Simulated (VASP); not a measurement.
Write the native input for VASP 6.6.1 that does the following.

```yaml
Task: single point
Functional: PBEsol
Potentials_or_basis: VASP PAW PBE potentials, release 64 (Mg, S)
Cutoff: 520 eV
k_mesh: 8 × 8 × 8
Occupations: gaussian, width 0.05 eV
Spin: no spin polarisation
Dipole_correction: no
Further_INCAR_settings: ALGO = Normal; EDIFF = 1e-07; NBANDS = 11
```

The structure of MgS lies in POSCAR:

```
MgS
1.0
    0.0000000000      2.9918975000      2.6016500000
    2.2114025000      0.0000000000      2.6016500000
    2.2114025000      2.9918975000      0.0000000000
Mg S
1 1
Direct
    0.0000000000      0.0000000000      0.0000000000
    0.5000000000      0.5000000000      0.5000000000
```

This cell differs from its parent crystal: strain -0.1500 x Voigt [1, -1, 0, 0, 0, 0].

One way to write it, as run:

INCAR

```
ALGO     = Normal         # electronic algorithm
EDIFF    = 1E-7           # SCF threshold, eV
ENCUT    = 520            # plane-wave cutoff, eV
GGA      = PS             # functional
ISIF     = 2              # what is computed and relaxed
ISMEAR   = 0              # smearing method
LASPH    = True           # aspherical terms in the spheres
LCHARG   = False          # write CHGCAR
LREAL    = False          # projectors in reciprocal space
LWAVE    = False          # write WAVECAR
NBANDS   = 11             # bands
NELM     = 100            # most SCF steps
PREC     = Accurate       # precision mode
SIGMA    = 0.05           # smearing width, eV
```

KPOINTS

```
k-points
0
Gamma
  8 8 8
```

Potentials or basis: VASP PAW PBE potentials, release 64 (Mg, S).

Launch:

```bash
$ cat potpaw_PBE.64/Mg/POTCAR potpaw_PBE.64/S/POTCAR > POTCAR
$ mpirun -np 1 vasp_std > vasp.out
```

Results of the run:

| Quantity | Value |
| --- | --- |
| Pressure | 13.2 GPa |
| Band gap on the k mesh | 2.55 eV, indirect (least direct gap 3.36 eV) |

Caveat: the cell differs from its parent crystal (strain -0.1500 x Voigt [1, -1, 0, 0, 0, 0]); the PAW data sets were made with another functional, which shifts forces and pressure a little.

Wall time 38 s on 1 thread of Intel(R) Xeon(R) Platinum 8259CL CPU @ 2.50GHz (Skylake/Cascade Lake), with other jobs on the host, peak memory 0.18 GiB.
